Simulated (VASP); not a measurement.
# SnTe (R-3m) in VASP: further runs

SnTe is run at these levels: PBEsol; tasks: single point.

All numbers are computed with VASP 6.6.1; they aren't measurements. Logs are shortened: lines on timing, memory, paths and dates and some standing lists are left out, and cuts for length are marked.

## (1) The cell of the first run

It takes space group R-3m (No. 166, trigonal). Conventional cell: a = 3.543 Å, b = 3.543 Å, c = 17.357 Å, α = 90.00°, β = 90.00°, γ = 120.00°. Sn (site symmetry -3m) has 6 Te at 3.54 Å and 6 Sn at 3.54 Å within 4.7 Å. Te (site symmetry -3m) has 6 Sn at 3.54 Å and 6 Te at 3.54 Å within 4.7 Å.

## (2) Single point, PBEsol

Contents of INCAR:

```
SYSTEM = SnTe
PREC     = Accurate       ! precision mode
ENCUT    = 520            ! plane-wave cutoff, eV
EDIFF    = 1E-6           ! SCF threshold, eV
ISMEAR   = 0              ! smearing method
SIGMA    = 0.03           ! smearing width, eV
LREAL    = .False.        ! projectors in reciprocal space
LASPH    = .True.         ! aspherical terms in the spheres
NELM     = 80             ! most SCF steps
ALGO     = Normal         ! electronic algorithm
ISIF     = 2              ! what is computed and relaxed
LWAVE    = .False.        ! write WAVECAR
LCHARG   = .False.        ! write CHGCAR
GGA      = PS             ! functional
NBANDS   = 17             ! bands
```

Contents of KPOINTS:

```
regular mesh
0
Gamma
  10 10 10
  0 0 0
```

Contents of POSCAR:

```
SnTe
1.0
    1.6702104735      4.1755261838      4.1755261838
    4.1755261838      1.6702104735      4.1755261838
    4.1755261838      4.1755261838      1.6702104735
Sn Te
1 1
Direct
    0.0000000000      0.0000000000      0.0000000000
    0.5000000000      0.5000000000      0.5000000000
```

Potentials or basis: VASP PAW PBE potentials, release 64 (Sn_d, Te).

The run is started by

```console
$ cat potpaw_PBE.64/Sn_d/POTCAR potpaw_PBE.64/Te/POTCAR > POTCAR
$ mpirun -np 1 vasp_std > vasp.out
```

OUTCAR:

```text
SYSTEM = SnTe
   PREC = Accurate
   ENCUT = 520
   EDIFF = 1E-6
   ISMEAR = 0
   LREAL = .False.
   LASPH = .True.
   NELM = 80
   ISIF = 2
   GGA = PS

 ion  position               nearest neighbor table
   1  0.000  0.000  0.000-   2 3.54   2 3.54   2 3.54   2 3.54   2 3.54   2 3.54
   2  0.500  0.500  0.500-   1 3.54   1 3.54   1 3.54   1 3.54   1 3.54   1 3.54

  LATTYP: Found a trigonal (rhomboedric) cell.
 ALAT       =     6.1367451348
 COS(alpha) =     0.8333333333

  Lattice vectors:

 A1 = (   1.6702104735,   4.1755261838,   4.1755261838)
 A2 = (   4.1755261838,   1.6702104735,   4.1755261838)
 A3 = (   4.1755261838,   4.1755261838,   1.6702104735)

Analysis of symmetry for initial positions (statically):
=====================================================================
 Subroutine PRICEL returns:
 Original cell was already a primitive cell.

 Routine SETGRP: Setting up the symmetry group for a
 trigonal (rhombohedral) supercell.

 Subroutine GETGRP returns: Found 12 space group operations
 (whereof 12 operations were pure point group operations)
 out of a pool of 12 trial point group operations.

The static configuration has the point symmetry D_3d.

Analysis of symmetry for dynamics (positions and initial velocities):
=====================================================================
 Subroutine PRICEL returns:
 Original cell was already a primitive cell.

 Routine SETGRP: Setting up the symmetry group for a
 trigonal (rhombohedral) supercell.

 Subroutine GETGRP returns: Found 12 space group operations
 (whereof 12 operations were pure point group operations)
 out of a pool of 12 trial point group operations.

The dynamic configuration has the point symmetry D_3d.

 Subroutine INISYM returns: Found 12 space group operations
 (whereof 12 operations are pure point group operations),
 and found     1 'primitive' translations

----------------------------------------------------------------------------------------

                                     Primitive cell

  volume of cell :      62.8995

  direct lattice vectors                    reciprocal lattice vectors
     1.670210474  4.175526184  4.175526184    -0.232838253  0.166313038  0.166313038
     4.175526184  1.670210474  4.175526184     0.166313038 -0.232838253  0.166313038
     4.175526184  4.175526184  1.670210474     0.166313038  0.166313038 -0.232838253

  length of vectors
     6.136745135  6.136745135  6.136745135     0.330958767  0.330958767  0.330958767

  position of ions in fractional coordinates (direct lattice)
     0.000000000  0.000000000  0.000000000
     0.500000000  0.500000000  0.500000000

  ion indices of the primitive-cell ions
   primitive index   ion index
                 1           1
                 2           2

----------------------------------------------------------------------------------------

 KPOINTS: regular mesh

Automatic generation of k-mesh.
 Grid dimensions read from file:
 generate k-points for:   10   10   10

 Generating k-lattice:

  Cartesian coordinates                     Fractional coordinates (reciprocal lattice)
    -0.023283825  0.016631304  0.016631304     0.100000000  0.000000000  0.000000000
     0.016631304 -0.023283825  0.016631304     0.000000000  0.100000000  0.000000000
     0.016631304  0.016631304 -0.023283825     0.000000000  0.000000000  0.100000000

  Length of vectors
     0.033095877  0.033095877  0.033095877

  Shift w.r.t. Gamma in fractional coordinates (k-lattice)
     0.000000000  0.000000000  0.000000000

 Subroutine IBZKPT returns following result:
 ===========================================

 Found    116 irreducible k-points:

 Following reciprocal coordinates:
            Coordinates               Weight
  0.000000  0.000000  0.000000      1.000000
  0.100000  0.000000  0.000000      6.000000
  0.200000  0.000000  0.000000      6.000000
  0.300000  0.000000  0.000000      6.000000
  0.400000  0.000000  0.000000      6.000000
  0.500000  0.000000  0.000000      3.000000
[... 16 lines left out ...]
  0.300000  0.300000 -0.000000      6.000000
  0.400000  0.300000  0.000000     12.000000
 [... further k-points ...]
   k-points           NKPTS =    116   k-points in BZ     NKDIM =    116   number of bands    NBANDS=     17
   number of dos      NEDOS =    301   number of ions     NIONS =      2
   total plane-waves  NPLWV = 110592
   dimension x,y,z NGX =    48 NGY =   48 NGZ =   48
   dimension x,y,z NGXF=    96 NGYF=   96 NGZF=   96
   ions per type =               1   1
   NGX,Y,Z   is equivalent  to a cutoff of  13.00, 13.00, 13.00 a.u.
   NGXF,Y,Z  is equivalent  to a cutoff of  26.01, 26.01, 26.01 a.u.
 SYSTEM =  SnTe
   PREC   = accura    normal or accurate (medium, high low for compatibility)
   ISTART =      0    job   : 0-new  1-cont  2-samecut
   ICHARG =      2    charge: 1-file 2-atom 10-const
   ISPIN  =      1    spin polarized calculation?
   LNONCOLLINEAR =      F non collinear calculations
   LSORBIT =      F    spin-orbit coupling
   LASPH  =      T    aspherical Exc in radial PAW
   ENCUT  =  520.0 eV  38.22 Ry    6.18 a.u.  11.41 11.41 11.41*2*pi/ulx,y,z
   NELM   =     80;   NELMIN=  2; NELMDL= -5     # of ELM steps
   EDIFF  = 0.1E-05   stopping-criterion for ELM
   LREAL  =      F    real-space projection
   EDIFFG = 0.1E-04   stopping-criterion for IOM
   NSW    =      0    number of steps for IOM
   IBRION =     -1    ionic relax: 0-MD 1-quasi-New 2-CG
   NFREE  =      0    steps in history (QN), initial steepest desc. (CG)
   ISIF   =      2    stress and relaxation
   ISYM   =      2    0-nonsym 1-usesym 2-fastsym
   POTIM  = 0.5000    time-step for ionic-motion
   TEBEG  =    0.0;   TEEND  =   0.0 temperature during run
   PSTRESS=    0.0 pullay stress
   NELECT =      20.0000    total number of electrons
   NUPDOWN=      -1.0000    fix difference up-down
   EMIN   =  10.00;   EMAX   =-10.00  energy-range for DOS
   EFERMI =   0.00;   METHOD = LEGACY
   ISMEAR =     0;   SIGMA  =   0.03  broadening in eV -4-tet -1-fermi 0-gaus
   EFERMI_NEDOS =   21; number of points for ismear=-14 and -15
   IALGO  =     38    algorithm
   IMIX   =      4    mixing-type and parameters
     AMIX     =   0.40;   BMIX     =  1.00
     AMIX_MAG =   1.60;   BMIX_MAG =  1.00
  volume/ion in A,a.u.               =      31.45       212.23
  Fermi-wavevector in a.u.,A,eV,Ry     =   1.117384  2.111549 16.987507  1.248547
  Thomas-Fermi vector in A             =   2.254006
   LORBIT       =      0    0 simple, 1 ext, 2 COOP (PROOUT), +10 PAW based schemes
   GGA     = PS    functional components
   LHFCALC =     F    Hartree Fock is set to
   AEXX    =    0.0000 exact exchange contribution
   IVDW    =     0    specifies the selected vdW correction
   LEPSILON=     F    determine dielectric tensor
   LRPA    =     F    only Hartree local field effects (RPA)
 non-spin polarized calculation
 Gauss-broadening in eV      SIGMA  =   0.03
  energy-cutoff  :      520.00
  volume of cell :       62.90
 maximum number of plane-waves:      1731
 NGX is ok and might be reduce to    48
   NGX = 23   NGY = 23   NGZ = 23

 number of electron      20.0000002 magnetization

 Free energy of the ion-electron system (eV)
  ---------------------------------------------------
  ext. energy  EPLUGINS =         0.00000000
  ---------------------------------------------------
  free energy    TOTEN  =        -7.41488676 eV

  energy without entropy =       -7.41389922  energy(sigma->0) =       -7.41439299

 E-fermi :   6.5148     XC(G=0):  -9.7862

 val. band max:        6.4895034936   @ k =   0.3000   0.2000   0.0000
 cond. band min:       6.5165325200   @ k =  -0.3000   0.2000   0.2000
 fundamental gap:      0.0270290263
 Fermi energy:         6.5147819802

 k-point     1 :       0.0000    0.0000    0.0000
  band No.  band energies     occupation
      1     -15.2251      2.00000
      2     -15.1705      2.00000
      3     -15.1705      2.00000
      4     -15.1532      2.00000
      5     -15.1532      2.00000
      6      -5.9852      2.00000
[... 9 lines left out ...]
     16      15.4221      0.00000
     17      16.2617      0.00000

 k-point     2 :       0.1000    0.0000    0.0000
  band No.  band energies     occupation
      1     -15.2205      2.00000
      2     -15.1711      2.00000
      3     -15.1623      2.00000
      4     -15.1572      2.00000
      5     -15.1541      2.00000
      6      -5.8514      2.00000
[... 9 lines left out ...]
     16      15.3394      0.00000
     17      15.9140      0.00000

 k-point     3 :       0.2000    0.0000    0.0000
  band No.  band energies     occupation
      1     -15.2120      2.00000
      2     -15.1696      2.00000
      3     -15.1676      2.00000
      4     -15.1566      2.00000
      5     -15.1407      2.00000
      6      -5.4632      2.00000
[... 9 lines left out ...]
     16      16.0557      0.00000
     17      16.8512      0.00000

 k-point     4 :       0.3000    0.0000    0.0000
  band No.  band energies     occupation
      1     -15.2099      2.00000
      2     -15.1804      2.00000
      3     -15.1597      2.00000
      4     -15.1593      2.00000
      5     -15.1138      2.00000
      6      -4.8740      2.00000
[... 9 lines left out ...]
     16      15.1261      0.00000
     17      17.7683      0.00000
[... 343 lines left out ...]
      1     -15.1907      2.00000
      2     -15.1826      2.00000
      3     -15.1669      2.00000
      4     -15.1649      2.00000
      5     -15.1076      2.00000
      6      -4.5747      2.00000
[... 9 lines left out ...]
     16      16.1691      0.00000
     17      16.8261      0.00000

 k-point    23 :       0.3000    0.3000   -0.0000
  band No.  band energies     occupation
      1     -15.2098      2.00000
      2     -15.1807      2.00000
      3     -15.1596      2.00000
      4     -15.1592      2.00000
      5     -15.1138      2.00000
      6      -4.8322      2.00000
[... 9 lines left out ...]
     16      14.8671      0.00000
     17      16.4027      0.00000

 k-point    24 :       0.4000    0.3000    0.0000
  band No.  band energies     occupation
      1     -15.2035      2.00000
      2     -15.1862      2.00000
      3     -15.1631      2.00000
      4     -15.1553      2.00000
      5     -15.1023      2.00000
      6      -4.4259      2.00000
[... 9 lines left out ...]
     16      14.5987      0.00000
     17      15.2873      0.00000

 [... further k-points ...]
[... 5 lines left out ...]
  --------------------------------------------------------------------------------------
  -------------------------------------------------------------------------------------
  Total       -2.1859916     -2.1859916     -2.1859916     -0.4742574     -0.4742574     -0.4742574
  in kB      -55.6815985    -55.6815985    -55.6815985    -12.0802895    -12.0802895    -12.0802895
  external PRESSURE =     -55.6815985 kB  Pullay stress =       0.0000000 kB

 VOLUME and BASIS-vectors are now :
 -----------------------------------------------------------------------------
  energy-cutoff  :      520.00
  volume of cell :       62.90
      direct lattice vectors                 reciprocal lattice vectors
     1.670210474  4.175526184  4.175526184    -0.232838253  0.166313038  0.166313038
     4.175526184  1.670210474  4.175526184     0.166313038 -0.232838253  0.166313038
     4.175526184  4.175526184  1.670210474     0.166313038  0.166313038 -0.232838253

 POSITION                                       TOTAL-FORCE (eV/Angst)
 -----------------------------------------------------------------------------------
      0.00000      0.00000      0.00000        -0.000000     -0.000000     -0.000000
      5.01063      5.01063      5.01063         0.000000      0.000000      0.000000
 -----------------------------------------------------------------------------------
    total drift:                               -0.000000     -0.000000     -0.000000

  FREE ENERGIE OF THE ION-ELECTRON SYSTEM (eV)
  ---------------------------------------------------
  free  energy   TOTEN  =        -7.4148867601 eV

  energy  without entropy=       -7.4138992217  energy(sigma->0) =       -7.41439299
```

Wall time 3.5 min (1 thread of Intel Xeon Platinum 8488C (Sapphire Rapids), shared host); peak memory 0.39 GiB.

What came out:

```
Free energy            : -7.4149 eV
Pressure               : -5.6 GPa
Band gap on the k mesh : zero (band 10 reaches 8.37 eV, above the bottom of band 11 at 4.70 eV)
```

Stress tensor (GPa, compression positive):
```
-5.57 -1.21 -1.21
-1.21 -5.57 -1.21
-1.21 -1.21 -5.57
```

Caveat: the PAW data sets were made with another functional, which shifts forces and pressure a little; spin-orbit coupling is left out, which moves the levels of the heavy elements.

(Continued in part 2 of 2.)
